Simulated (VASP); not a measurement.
This VASP 6.6.1 run on PbS needs a look.

The input INCAR:

```
  ISMEAR = -5
  SIGMA = 0.03
  LWAVE = True
  LCHARG = False
  ISIF = 2
  PREC = Accurate
  LASPH = True
  LREAL = False
  ALGO = Normal
  EDIFF = 1E-5
  NELM = 58
  GGA_COMPAT = False
  ENCUT = 340
  EFERMI = MIDGAP
  GGA = PE
```

Contents of KPOINTS:

```
Automatic mesh
0
Gamma
  1 1 1
  0 0 0
```

Contents of POSCAR:

```
PbS
1.0
    0.0000000000      2.9657500000      2.9954075000
    2.9657500000      0.0000000000      2.9954075000
    2.9657500000      2.9657500000      0.0000000000
Pb S
1 1
Direct
    0.0000000000      0.0000000000      0.0000000000
    0.5067436600      0.5067436600      0.4932563400
```

Potentials or basis: VASP PAW PBE potentials, release 64 (Pb_d, S).

Launch:

```bash
$ cat potpaw_PBE.64/Pb_d/POTCAR potpaw_PBE.64/S/POTCAR > POTCAR
$ mpirun -np 4 vasp_std > vasp.out
```

OUTCAR:

```text
ISMEAR = -5
   ISIF = 2
   PREC = Accurate
   LASPH = True
   LREAL = False
   EDIFF = 1E-5
   NELM = 58
   ENCUT = 340
   EFERMI = MIDGAP
   GGA = PE

|       ---->  I REFUSE TO CONTINUE WITH THIS SICK JOB ... BYE!!! <----       |
|                                                                             |
 -----------------------------------------------------------------------------
```

On the terminal:

```text
POSCAR found type information on POSCAR PbS
 POSCAR found :  2 types and       2 ions
 scaLAPACK will be used
[... 16 lines left out ...]

1
1
1
1
```

Diagnose the run.

The program refused the input. The input holds a flaw that was put in on purpose: tetrahedra on too few k points (ISMEAR = -5; KPAR = left out; k = 1 × 1 × 1).
